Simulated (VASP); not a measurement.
# Pb (Fddd) in VASP: single point with LDA

Aim: the single point of Pb with LDA.

All numbers are computed with VASP 6.6.1; they aren't measurements. Logs are shortened: lines on timing, memory, paths and dates and some standing lists are left out, and cuts for length are marked.

**1. The cell of the first run**

Symmetry: Fddd, No. 70, orthorhombic system. The conventional cell has a = 6.637 Å, b = 6.878 Å, c = 7.119 Å, α = 90.00°, β = 90.00°, γ = 90.00°. Pb (site symmetry 222) has 4 Pb at 2.98 Å within 3.9 Å.

**2. Single point, LDA (strain +0.0350 x Voigt [1, -1, 0, 0, 0, 0])**

INCAR

```
  ALGO = Fast
  EDIFF = 1E-7
  ENCUT = 520
  GGA = CA
  ISIF = 2
  ISMEAR = 0
  LASPH = True
  LCHARG = True
  LELF = True
  LREAL = False
  LVHAR = True
  LWAVE = False
  NBANDS = 21
  NELM = 60
  PREC = Accurate
  SIGMA = 0.15
```

KPOINTS

```
k-points
0
Gamma
  12 12 12
```

POSCAR

```
Pb
1.0
    0.0000000000      3.3186350536      3.4390000555
    3.5593650574      0.0000000000      3.4390000555
    3.5593650574      3.3186350536      0.0000000000
Pb
2
Direct
    0.5000000000      0.5000000000      0.5000000000
    0.7500000000      0.7500000000      0.7500000000
```

Potentials or basis: VASP PAW LDA potentials, release 64 (Pb_d).

The run is started by

```console
cat potpaw_LDA.64/Pb_d/POTCAR > POTCAR
mpirun -np 1 vasp_std > vasp.out
```

OUTCAR:

```text
EDIFF = 1E-7
   ENCUT = 520
   GGA = CA
   ISIF = 2
   ISMEAR = 0
   LASPH = True
   LREAL = False
   NELM = 60
   PREC = Accurate

 ion  position               nearest neighbor table
   1  0.500  0.500  0.500-   2 2.98   2 2.98   2 2.98   2 2.98
   2  0.750  0.750  0.750-   1 2.98   1 2.98   1 2.98   1 2.98

  LATTYP: Found a face centered orthorhombic cell.
 ALAT       =     6.6372701072
 B/A-ratio  =     1.0362694300
 C/A-ratio  =     1.0725388601

  Lattice vectors:

 A1 = (  -3.5593650574,   0.0000000000,  -3.4390000555)
 A2 = (  -3.5593650574,   3.3186350536,   0.0000000000)
 A3 = (   0.0000000000,   3.3186350536,  -3.4390000555)

Analysis of symmetry for initial positions (statically):
=====================================================================
 Subroutine PRICEL returns:
 Original cell was already a primitive cell.

 Routine SETGRP: Setting up the symmetry group for a
 face centered orthorhombic supercell.

 Subroutine GETGRP returns: Found  8 space group operations
 (whereof  4 operations were pure point group operations)
 out of a pool of  8 trial point group operations.

The static configuration has the point symmetry D_2 .
 The point group associated with its full space group is D_2h.

Analysis of symmetry for dynamics (positions and initial velocities):
=====================================================================
 Subroutine PRICEL returns:
 Original cell was already a primitive cell.

 Routine SETGRP: Setting up the symmetry group for a
 face centered orthorhombic supercell.

 Subroutine GETGRP returns: Found  8 space group operations
 (whereof  4 operations were pure point group operations)
 out of a pool of  8 trial point group operations.

The dynamic configuration has the point symmetry D_2 .
 The point group associated with its full space group is D_2h.

 Subroutine INISYM returns: Found  8 space group operations
 (whereof  4 operations are pure point group operations),
 and found     1 'primitive' translations

----------------------------------------------------------------------------------------

                                     Primitive cell

  volume of cell :      81.2445

  direct lattice vectors                    reciprocal lattice vectors
     0.000000000  3.318635054  3.439000056    -0.140474492  0.150664352  0.145391100
     3.559365057  0.000000000  3.439000056     0.140474492 -0.150664352  0.145391100
     3.559365057  3.318635054  0.000000000     0.140474492  0.150664352 -0.145391100

  length of vectors
     4.779127536  4.949323286  4.866458490     0.252133698  0.252133698  0.252133698

  position of ions in fractional coordinates (direct lattice)
     0.500000000  0.500000000  0.500000000
     0.750000000  0.750000000  0.750000000

  ion indices of the primitive-cell ions
   primitive index   ion index
                 1           1
                 2           2

----------------------------------------------------------------------------------------

 KPOINTS: k-points

Automatic generation of k-mesh.
 Grid dimensions read from file:
 generate k-points for:   12   12   12

 Generating k-lattice:

  Cartesian coordinates                     Fractional coordinates (reciprocal lattice)
    -0.011706208  0.012555363  0.012115925     0.083333333  0.000000000  0.000000000
     0.011706208 -0.012555363  0.012115925    -0.000000000  0.083333333 -0.000000000
     0.011706208  0.012555363 -0.012115925     0.000000000  0.000000000  0.083333333

  Length of vectors
     0.021011142  0.021011142  0.021011142

  Shift w.r.t. Gamma in fractional coordinates (k-lattice)
     0.000000000  0.000000000  0.000000000

 Subroutine IBZKPT returns following result:
 ===========================================

 Found    280 irreducible k-points:

 Following reciprocal coordinates:
            Coordinates               Weight
  0.000000  0.000000  0.000000      1.000000
  0.083333  0.000000  0.000000      8.000000
  0.166667  0.000000  0.000000      8.000000
  0.250000  0.000000  0.000000      8.000000
  0.333333  0.000000 -0.000000      8.000000
  0.416667  0.000000  0.000000      8.000000
[... 16 lines left out ...]
  0.500000  0.166667  0.000000      8.000000
 -0.416667  0.166667 -0.000000      8.000000
 [... further k-points ...]
   k-points           NKPTS =    280   k-points in BZ     NKDIM =    280   number of bands    NBANDS=     21
   number of dos      NEDOS =    301   number of ions     NIONS =      2
   total plane-waves  NPLWV =  51840
   dimension x,y,z NGX =    36 NGY =   40 NGZ =   36
   dimension x,y,z NGXF=    72 NGYF=   80 NGZF=   72
   ions per type =               2
   NGX,Y,Z   is equivalent  to a cutoff of  12.52, 13.44, 12.30 a.u.
   NGXF,Y,Z  is equivalent  to a cutoff of  25.05, 26.87, 24.60 a.u.
 SYSTEM =  unknown system
   PREC   = accura    normal or accurate (medium, high low for compatibility)
   ISTART =      0    job   : 0-new  1-cont  2-samecut
   ICHARG =      2    charge: 1-file 2-atom 10-const
   ISPIN  =      1    spin polarized calculation?
   LNONCOLLINEAR =      F non collinear calculations
   LSORBIT =      F    spin-orbit coupling
   LASPH  =      T    aspherical Exc in radial PAW
   ENCUT  =  520.0 eV  38.22 Ry    6.18 a.u.   8.89  9.20  9.05*2*pi/ulx,y,z
   NELM   =     60;   NELMIN=  2; NELMDL= -5     # of ELM steps
   EDIFF  = 0.1E-06   stopping-criterion for ELM
   LREAL  =      F    real-space projection
   EDIFFG = 0.1E-05   stopping-criterion for IOM
   NSW    =      0    number of steps for IOM
   IBRION =     -1    ionic relax: 0-MD 1-quasi-New 2-CG
   NFREE  =      0    steps in history (QN), initial steepest desc. (CG)
   ISIF   =      2    stress and relaxation
   ISYM   =      2    0-nonsym 1-usesym 2-fastsym
   POTIM  = 0.5000    time-step for ionic-motion
   TEBEG  =    0.0;   TEEND  =   0.0 temperature during run
   PSTRESS=    0.0 pullay stress
   NELECT =      28.0000    total number of electrons
   NUPDOWN=      -1.0000    fix difference up-down
   EMIN   =  10.00;   EMAX   =-10.00  energy-range for DOS
   EFERMI =   0.00;   METHOD = LEGACY
   ISMEAR =     0;   SIGMA  =   0.15  broadening in eV -4-tet -1-fermi 0-gaus
   EFERMI_NEDOS =   21; number of points for ismear=-14 and -15
   IALGO  =     68    algorithm
   IMIX   =      4    mixing-type and parameters
     AMIX     =   0.40;   BMIX     =  1.00
     AMIX_MAG =   1.60;   BMIX_MAG =  1.00
  volume/ion in A,a.u.               =      40.62       274.13
  Fermi-wavevector in a.u.,A,eV,Ry     =   1.147791  2.169010 17.924641  1.317424
  Thomas-Fermi vector in A             =   2.284469
   LORBIT       =      0    0 simple, 1 ext, 2 COOP (PROOUT), +10 PAW based schemes
   GGA     = CA    functional components
   LHFCALC =     F    Hartree Fock is set to
   AEXX    =    0.0000 exact exchange contribution
   IVDW    =     0    specifies the selected vdW correction
   LEPSILON=     F    determine dielectric tensor
   LRPA    =     F    only Hartree local field effects (RPA)
 non-spin polarized calculation
 RMM-DIIS sequential band-by-band and
 Gauss-broadening in eV      SIGMA  =   0.15
  energy-cutoff  :      520.00
  volume of cell :       81.24
 maximum number of plane-waves:      2216
   NGX = 17   NGY = 19   NGZ = 19

 number of electron      27.9999998 magnetization

 Free energy of the ion-electron system (eV)
  ---------------------------------------------------
  ext. energy  EPLUGINS =         0.00000000
  ---------------------------------------------------
  free energy    TOTEN  =        -7.87976019 eV

  energy without entropy =       -7.87235290  energy(sigma->0) =       -7.87605655

 E-fermi :   4.0234     XC(G=0):  -8.7720

 val. band max:        4.0139106404   @ k =  -0.1667   0.0833  -0.0000
 cond. band min:       4.0242816877   @ k =  -0.4167   0.0833  -0.0000
 fundamental gap:      0.0103710473
 Fermi energy:         4.0233597975

 k-point     1 :       0.0000    0.0000    0.0000
  band No.  band energies     occupation
      1     -13.1147      2.00000
      2     -13.0915      2.00000
      3     -13.0731      2.00000
      4     -13.0221      2.00000
      5     -13.0042      2.00000
      6     -12.6106      2.00000
[... 13 lines left out ...]
     20      11.5499      0.00000
     21      12.0004      0.00000

 k-point     2 :       0.0833    0.0000    0.0000
  band No.  band energies     occupation
      1     -13.1184      2.00000
      2     -13.0962      2.00000
      3     -13.0802      2.00000
      4     -13.0091      2.00000
      5     -12.9939      2.00000
      6     -12.6187      2.00000
[... 13 lines left out ...]
     20      11.1873      0.00000
     21      11.6198      0.00000

 k-point     3 :       0.1667    0.0000    0.0000
  band No.  band energies     occupation
      1     -13.1298      2.00000
      2     -13.1054      2.00000
      3     -13.0855      2.00000
      4     -12.9844      2.00000
      5     -12.9721      2.00000
      6     -12.6373      2.00000
[... 13 lines left out ...]
     20      10.9639      0.00000
     21      11.2893      0.00000

 k-point     4 :       0.2500    0.0000    0.0000
  band No.  band energies     occupation
      1     -13.1428      2.00000
      2     -13.1145      2.00000
      3     -13.0826      2.00000
      4     -12.9607      2.00000
      5     -12.9505      2.00000
      6     -12.6569      2.00000
[... 13 lines left out ...]
     20      11.1085      0.00000
     21      11.3209      0.00000

 k-point     5 :       0.3333    0.0000   -0.0000
  band No.  band energies     occupation
      1     -13.1525      2.00000
      2     -13.1199      2.00000
      3     -13.0773      2.00000
      4     -12.9434      2.00000
      5     -12.9347      2.00000
      6     -12.6720      2.00000
[... 13 lines left out ...]
     20      11.5249      0.00000
     21      11.5635      0.00000

 k-point     6 :       0.4167    0.0000    0.0000
  band No.  band energies     occupation
      1     -13.1581      2.00000
      2     -13.1221      2.00000
      3     -13.0728      2.00000
      4     -12.9340      2.00000
      5     -12.9261      2.00000
      6     -12.6811      2.00000
[... 13 lines left out ...]
     20      12.0078      0.00000
     21      12.2244      0.00000

 k-point     7 :       0.5000    0.0000    0.0000
  band No.  band energies     occupation
      1     -13.1599      2.00000
      2     -13.1226      2.00000
      3     -13.0711      2.00000
      4     -12.9312      2.00000
      5     -12.9235      2.00000
      6     -12.6841      2.00000
[... 13 lines left out ...]
     20      11.8376      0.00000
     21      12.4058      0.00000
[... 291 lines left out ...]
      1     -13.1441      2.00000
      2     -13.1126      2.00000
      3     -13.0954      2.00000
      4     -12.9653      2.00000
      5     -12.9101      2.00000
      6     -12.7316      2.00000
[... 13 lines left out ...]
     20      10.5985      0.00000
     21      12.1729      0.00000

 k-point    21 :       0.3333    0.1667   -0.0000
  band No.  band energies     occupation
      1     -13.1600      2.00000
      2     -13.1240      2.00000
      3     -13.0778      2.00000
      4     -12.9420      2.00000
      5     -12.8882      2.00000
      6     -12.7540      2.00000
[... 13 lines left out ...]
     20      11.2861      0.00000
     21      12.4230      0.00000

 k-point    22 :       0.4167    0.1667    0.0000
  band No.  band energies     occupation
      1     -13.1725      2.00000
      2     -13.1345      2.00000
      3     -13.0559      2.00000
      4     -12.9206      2.00000
      5     -12.8788      2.00000
      6     -12.7609      2.00000
[... 13 lines left out ...]
     20      11.8944      0.00000
     21      12.7483      0.00000

 k-point    23 :       0.5000    0.1667    0.0000
  band No.  band energies     occupation
      1     -13.1790      2.00000
      2     -13.1427      2.00000
      3     -13.0371      2.00000
      4     -12.9053      2.00000
      5     -12.8819      2.00000
      6     -12.7531      2.00000
[... 13 lines left out ...]
     20      11.7888      0.00000
     21      12.7240      0.00000

 k-point    24 :      -0.4167    0.1667   -0.0000
  band No.  band energies     occupation
      1     -13.1784      2.00000
      2     -13.1484      2.00000
      3     -13.0276      2.00000
      4     -12.9095      2.00000
      5     -12.8821      2.00000
      6     -12.7406      2.00000
[... 13 lines left out ...]
     20      11.4223      0.00000
     21      12.0198      0.00000

 [... further k-points ...]

------------------------ aborting loop because EDIFF is reached ----------------------------------------

  FORCE on cell =-STRESS in cart. coord.  units (eV):
  Direction    XX          YY          ZZ          XY          YZ          ZX
  --------------------------------------------------------------------------------------
  -------------------------------------------------------------------------------------
  Total       -0.5689395     -0.1386738     -0.3384253      0.0000000      0.0000000      0.0000000
  in kB      -11.2197308     -2.7347068     -6.6738915      0.0000000      0.0000000      0.0000000
  external PRESSURE =      -6.8761097 kB  Pullay stress =       0.0000000 kB

 VOLUME and BASIS-vectors are now :
 -----------------------------------------------------------------------------
  energy-cutoff  :      520.00
  volume of cell :       81.24
      direct lattice vectors                 reciprocal lattice vectors
     0.000000000  3.318635054  3.439000056    -0.140474492  0.150664352  0.145391100
     3.559365057  0.000000000  3.439000056     0.140474492 -0.150664352  0.145391100
     3.559365057  3.318635054  0.000000000     0.140474492  0.150664352 -0.145391100

 POSITION                                       TOTAL-FORCE (eV/Angst)
 -----------------------------------------------------------------------------------
      3.55937      3.31864      3.43900        -0.000000     -0.000000      0.000000
      5.33905      4.97795      5.15850         0.000000      0.000000     -0.000000
 -----------------------------------------------------------------------------------
    total drift:                                0.000000      0.000000      0.000000

  FREE ENERGIE OF THE ION-ELECTRON SYSTEM (eV)
  ---------------------------------------------------
  free  energy   TOTEN  =        -7.8797601909 eV

  energy  without entropy=       -7.8723529018  energy(sigma->0) =       -7.87605655
```

Run time: 4.8 min. Hardware: 1 thread of Intel Xeon Platinum 8488C (Sapphire Rapids), shared host; peak memory 0.46 GiB.

Results:

- Free energy: -7.8798 eV
- Pressure: -0.7 GPa
- Band gap on the k mesh: zero (bands 14 and 15 overlap by 0.97 eV)

Stress tensor (GPa, compression positive):
```
-1.12  0.00  0.00
 0.00 -0.27  0.00
 0.00  0.00 -0.67
```

Caveat: the cell differs from its parent crystal (strain +0.0350 x Voigt [1, -1, 0, 0, 0, 0]); spin-orbit coupling is left out, which moves the levels of the heavy elements.
